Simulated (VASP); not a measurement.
A run of VASP 6.6.1 is set up as follows.

The input POSCAR:

```
Sb
1.0
   -1.4749949733      1.4749949733      1.4749949733
    1.4749949733     -1.4749949733      1.4749949733
    1.4749949733      1.4749949733     -1.4749949733
Sb
1
Direct
    0.0000000000      0.0000000000      0.0000000000
```

The input INCAR.step1:

```
SYSTEM = Sb
  PREC = Accurate
  ENCUT = 550
  ISMEAR = 0
  SIGMA = 0.1
  LREAL = .FALSE.
  LASPH = .TRUE.
  NELM = 120
  NBANDS = 8
  GGA = PE
  ALGO = Normal
  EDIFF = 1E-5
  LWAVE = .TRUE.
  LCHARG = .FALSE.
  GGA_COMPAT = .FALSE.
```

INCAR.step2

```
SYSTEM = Sb
  PREC = Accurate
  ENCUT = 550
  EDIFF = 1E-6
  ISMEAR = 0
  SIGMA = 0.1
  LREAL = .FALSE.
  LASPH = .TRUE.
  NELM = 120
  ALGO = Normal
  ISIF = 2
  LWAVE = .FALSE.
  LCHARG = .TRUE.
  METAGGA = R2SCAN
  LMIXTAU = .TRUE.
  LELF = .TRUE.
  LVHAR = .TRUE.
  NBANDS = 8
  ISTART = 1
  GGA_COMPAT = .FALSE.
```

The input KPOINTS:

```
regular mesh
0
G
  8 8 8
  0 0 0
```

Potentials or basis: VASP PAW PBE potentials, release 64 (Sb).

Launch:

```console
$ cat potpaw_PBE.64/Sb/POTCAR > POTCAR
$ cp INCAR.step1 INCAR
$ mpirun -np 1 vasp_std > vasp.out
$ cp INCAR.step2 INCAR
$ mpirun -np 1 vasp_std > vasp.out
```

Estimate the band gap on the k mesh.

zero (an odd number of electrons rules out a gap without spin polarisation).

What does it give for the pressure?

261.8 GPa.

Caveat: the k points lie up to 0.38 Å⁻¹ apart, too coarse for converged energies and pressures of a metal; the PAW data sets were made with another functional, which shifts forces and pressure a little; spin-orbit coupling is left out, which moves the levels of the heavy elements.
